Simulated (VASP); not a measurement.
# GaN (Fm-3m) in VASP: single point with r2SCAN

Aim: the single point of GaN with r2SCAN.

Program: VASP 6.6.1. These are calculated values, not measurements. Logs are shortened: lines on timing, memory, paths and dates and some standing lists are left out, and cuts for length are marked.

## (1) The cell of the first run

Symmetry: Fm-3m, No. 225, cubic system. The conventional cell has a = 4.174 Å, b = 4.174 Å, c = 4.174 Å, α = 90.00°, β = 90.00°, γ = 90.00°. Ga (site symmetry m-3m) has 6 N at 2.09 Å within 2.8 Å. N (site symmetry m-3m) has 6 Ga at 2.09 Å within 2.8 Å.

## (2) Single point, r2SCAN (9.09 Å³/atom)

File POSCAR:

```
GaN
1.0
    0.0000000000      2.0872156463      2.0872156463
    2.0872156463      0.0000000000      2.0872156463
    2.0872156463      2.0872156463      0.0000000000
Ga N
1 1
Direct
    0.0000000000      0.0000000000      0.0000000000
    0.5000000000      0.5000000000      0.5000000000
```

File INCAR.step1:

```
SYSTEM = GaN
ALGO = Normal ; EDIFF = 1E-5
ENCUT = 910 ; GGA = PE
GGA_COMPAT = .FALSE. ; ISMEAR = 0
LASPH = .TRUE. ; LCHARG = .FALSE.
LREAL = .FALSE. ; LWAVE = .TRUE.
NBANDS = 16 ; NELM = 120
PREC = Accurate ; SIGMA = 0.01
```

File INCAR.step2:

```
SYSTEM = GaN
ALGO = Normal ; EDIFF = 1E-6
ENCUT = 910 ; GGA_COMPAT = .FALSE.
ISIF = 2 ; ISMEAR = 0
ISTART = 1 ; LASPH = .TRUE.
LCHARG = .FALSE. ; LMIXTAU = .TRUE.
LREAL = .FALSE. ; LWAVE = .FALSE.
METAGGA = R2SCAN ; NBANDS = 16
NELM = 120 ; PREC = Accurate
SIGMA = 0.01
```

File KPOINTS:

```
k-points
0
G
  8 8 8
  0 0 0
```

Potentials or basis: VASP PAW PBE potentials, release 64 (Ga_d, N_h).

The run is started by

```
$ cat potpaw_PBE.64/Ga_d/POTCAR potpaw_PBE.64/N_h/POTCAR > POTCAR
$ cp INCAR.step1 INCAR
$ mpirun -np 1 vasp_std > vasp.out
$ cp INCAR.step2 INCAR
$ mpirun -np 1 vasp_std > vasp.out
```

OUTCAR:

```text
SYSTEM = GaN
   EDIFF = 1E-6
   ENCUT = 910
   ISIF = 2
   ISMEAR = 0
   ISTART = 1
   LASPH = .TRUE.
   LREAL = .FALSE.
   METAGGA = R2SCAN
   NELM = 120
   PREC = Accurate

 ion  position               nearest neighbor table
   1  0.000  0.000  0.000-   2 2.09   2 2.09   2 2.09   2 2.09   2 2.09   2 2.09
   2  0.500  0.500  0.500-   1 2.09   1 2.09   1 2.09   1 2.09   1 2.09   1 2.09

  LATTYP: Found a face centered cubic cell.
 ALAT       =     4.1744312926

  Lattice vectors:

 A1 = (   0.0000000000,   2.0872156463,   2.0872156463)
 A2 = (   2.0872156463,   0.0000000000,   2.0872156463)
 A3 = (   2.0872156463,   2.0872156463,   0.0000000000)

Analysis of symmetry for initial positions (statically):
=====================================================================
 Subroutine PRICEL returns:
 Original cell was already a primitive cell.

 Routine SETGRP: Setting up the symmetry group for a
 face centered cubic supercell.

 Subroutine GETGRP returns: Found 48 space group operations
 (whereof 48 operations were pure point group operations)
 out of a pool of 48 trial point group operations.

The static configuration has the point symmetry O_h .

Analysis of symmetry for dynamics (positions and initial velocities):
=====================================================================
 Subroutine PRICEL returns:
 Original cell was already a primitive cell.

 Routine SETGRP: Setting up the symmetry group for a
 face centered cubic supercell.

 Subroutine GETGRP returns: Found 48 space group operations
 (whereof 48 operations were pure point group operations)
 out of a pool of 48 trial point group operations.

The dynamic configuration has the point symmetry O_h .

 Subroutine INISYM returns: Found 48 space group operations
 (whereof 48 operations are pure point group operations),
 and found     1 'primitive' translations

----------------------------------------------------------------------------------------

                                     Primitive cell

  volume of cell :      18.1858

  direct lattice vectors                    reciprocal lattice vectors
     0.000000000  2.087215646  2.087215646    -0.239553589  0.239553589  0.239553589
     2.087215646  0.000000000  2.087215646     0.239553589 -0.239553589  0.239553589
     2.087215646  2.087215646  0.000000000     0.239553589  0.239553589 -0.239553589

  length of vectors
     2.951768675  2.951768675  2.951768675     0.414918988  0.414918988  0.414918988

  position of ions in fractional coordinates (direct lattice)
     0.000000000  0.000000000  0.000000000
     0.500000000  0.500000000  0.500000000

[... 79 lines left out ...]
   NSW    =      0    number of steps for IOM
   IBRION =     -1    ionic relax: 0-MD 1-quasi-New 2-CG
   NFREE  =      0    steps in history (QN), initial steepest desc. (CG)
   ISIF   =      2    stress and relaxation
   ISYM   =      2    0-nonsym 1-usesym 2-fastsym
   POTIM  = 0.5000    time-step for ionic-motion
   TEBEG  =    0.0;   TEEND  =   0.0 temperature during run
   PSTRESS=    0.0 pullay stress
   NELECT =      18.0000    total number of electrons
   NUPDOWN=      -1.0000    fix difference up-down
   EMIN   =  10.00;   EMAX   =-10.00  energy-range for DOS
   EFERMI =   0.00;   METHOD = LEGACY
   ISMEAR =     0;   SIGMA  =   0.01  broadening in eV -4-tet -1-fermi 0-gaus
   EFERMI_NEDOS =   21; number of points for ismear=-14 and -15
   IALGO  =     38    algorithm
   IMIX   =      4    mixing-type and parameters
     AMIX     =   0.40;   BMIX     =  1.00
     AMIX_MAG =   1.60;   BMIX_MAG =  1.00
  volume/ion in A,a.u.               =       9.09        61.36
  Fermi-wavevector in a.u.,A,eV,Ry     =   1.631505  3.083097 36.216094  2.661808
  Thomas-Fermi vector in A             =   2.723630
   LORBIT       =      0    0 simple, 1 ext, 2 COOP (PROOUT), +10 PAW based schemes
   METAGGA = R2SCAN    functional components
   LHFCALC =     F    Hartree Fock is set to
   AEXX    =    0.0000 exact exchange contribution
   IVDW    =     0    specifies the selected vdW correction
   LEPSILON=     F    determine dielectric tensor
   LRPA    =     F    only Hartree local field effects (RPA)
 non-spin polarized calculation
 Gauss-broadening in eV      SIGMA  =   0.01
  energy-cutoff  :      910.00
  volume of cell :       18.19
 maximum number of plane-waves:      1158
 NGX is ok and might be reduce to    30
   NGX = 15   NGY = 15   NGZ = 15

 number of electron      17.9999998 magnetization

 Free energy of the ion-electron system (eV)
  ---------------------------------------------------
  ext. energy  EPLUGINS =         0.00000000
  ---------------------------------------------------
  free energy    TOTEN  =       -20.95653068 eV

  energy without entropy =      -20.95653068  energy(sigma->0) =      -20.95653068

 E-fermi :   8.6147     XC(G=0): -14.4074

 val. band max:        8.4864840851   @ k =  -0.2500   0.1250   0.0000
 cond. band min:       9.8666323310   @ k =   0.5000   0.5000   0.0000
 fundamental gap:      1.3801482459
 Fermi energy:         8.6147100311

 k-point     1 :       0.0000    0.0000    0.0000
  band No.  band energies     occupation
      1      -9.9444      2.00000
      2      -5.8617      2.00000
      3      -5.8617      2.00000
      4      -5.8617      2.00000
      5      -5.7861      2.00000
      6      -5.7861      2.00000
[... 433 lines left out ...]
      3      -5.9245      2.00000
      4      -5.8189      2.00000
      5      -5.6134      2.00000
      6      -4.5361      2.00000
[... 8 lines left out ...]
     15      28.9068      0.00000
     16      33.7895      0.00000

 [... further k-points ...]

------------------------ aborting loop because EDIFF is reached ----------------------------------------

  FORCE on cell =-STRESS in cart. coord.  units (eV):
  Direction    XX          YY          ZZ          XY          YZ          ZX
  --------------------------------------------------------------------------------------
  -------------------------------------------------------------------------------------
  Total        1.0400004      1.0400004      1.0400004     -0.0000000     -0.0000000     -0.0000000
  in kB       91.6246069     91.6246069     91.6246069     -0.0000000     -0.0000000     -0.0000000
  external PRESSURE =      91.6246069 kB  Pullay stress =       0.0000000 kB

 VOLUME and BASIS-vectors are now :
 -----------------------------------------------------------------------------
  energy-cutoff  :      910.00
  volume of cell :       18.19
      direct lattice vectors                 reciprocal lattice vectors
     0.000000000  2.087215646  2.087215646    -0.239553589  0.239553589  0.239553589
     2.087215646  0.000000000  2.087215646     0.239553589 -0.239553589  0.239553589
     2.087215646  2.087215646  0.000000000     0.239553589  0.239553589 -0.239553589

 POSITION                                       TOTAL-FORCE (eV/Angst)
 -----------------------------------------------------------------------------------
      0.00000      0.00000      0.00000         0.000000      0.000000     -0.000000
      2.08722      2.08722      2.08722        -0.000000     -0.000000      0.000000
 -----------------------------------------------------------------------------------
    total drift:                               -0.000000      0.000000      0.000000

  FREE ENERGIE OF THE ION-ELECTRON SYSTEM (eV)
  ---------------------------------------------------
  free  energy   TOTEN  =       -20.9565306763 eV

  energy  without entropy=      -20.9565306763  energy(sigma->0) =      -20.95653068
```

OUTCAR.step1:

```text
SYSTEM = GaN
   EDIFF = 1E-5
   ENCUT = 910
   GGA = PE
   ISMEAR = 0
   LASPH = .TRUE.
   LREAL = .FALSE.
[... 677 lines left out ...]
      0.00000      0.00000      0.00000         0.000000      0.000000     -0.000000
      2.08722      2.08722      2.08722        -0.000000     -0.000000      0.000000
 -----------------------------------------------------------------------------------
    total drift:                               -0.000000      0.000000      0.000000

  FREE ENERGIE OF THE ION-ELECTRON SYSTEM (eV)
  ---------------------------------------------------
  free  energy   TOTEN  =       -11.1459323901 eV

  energy  without entropy=      -11.1459323901  energy(sigma->0) =      -11.14593239
```

OSZICAR.step1:

```text
N       E                     dE             d eps       ncg     rms          rms(c)
DAV:   1     0.100261897490E+03    0.10026E+03   -0.12526E+04  1096   0.295E+03
DAV:   2    -0.419266602212E+01   -0.10445E+03   -0.97365E+02  1064   0.410E+02
DAV:   3    -0.128966859797E+02   -0.87040E+01   -0.85838E+01  1080   0.842E+01
DAV:   4    -0.130068927139E+02   -0.11021E+00   -0.11018E+00  1160   0.954E+00
DAV:   5    -0.130080431623E+02   -0.11504E-02   -0.11504E-02  1136   0.909E-01    0.740E+00
DAV:   6    -0.111723397444E+02    0.18357E+01   -0.43483E+00  1336   0.411E+01    0.179E+00
DAV:   7    -0.111596247626E+02    0.12715E-01   -0.19868E-01  1088   0.462E+00    0.116E+00
DAV:   8    -0.111469416457E+02    0.12683E-01   -0.28313E-02  1048   0.233E+00    0.230E-01
DAV:   9    -0.111459213592E+02    0.10203E-02   -0.43199E-03  1200   0.186E+00    0.739E-02
DAV:  10    -0.111459270006E+02   -0.56414E-05   -0.36873E-04  1224   0.278E-01    0.132E-02
DAV:  11    -0.111459323901E+02   -0.53895E-05   -0.28775E-05  1064   0.596E-02
   1 F= -.11145932E+02 E0= -.11145932E+02  d E =-.402273E-49
```

Run time: 49 s. Hardware: 1 thread of Intel Xeon 6975P-C (Granite Rapids), shared host; peak memory 0.18 GiB.

What came out:

| Item | Value |
| --- | --- |
| Free energy | -20.9565 eV |
| Pressure | 9.2 GPa |
| Band gap on the k mesh | 1.38 eV (least direct gap 3.82 eV) |

Caveat: the cell stands under pressure; the structure was generated, so it needn't be the stable form of GaN; the PAW data sets were made with another functional, which shifts forces and pressure a little. A k mesh can miss the band edges.
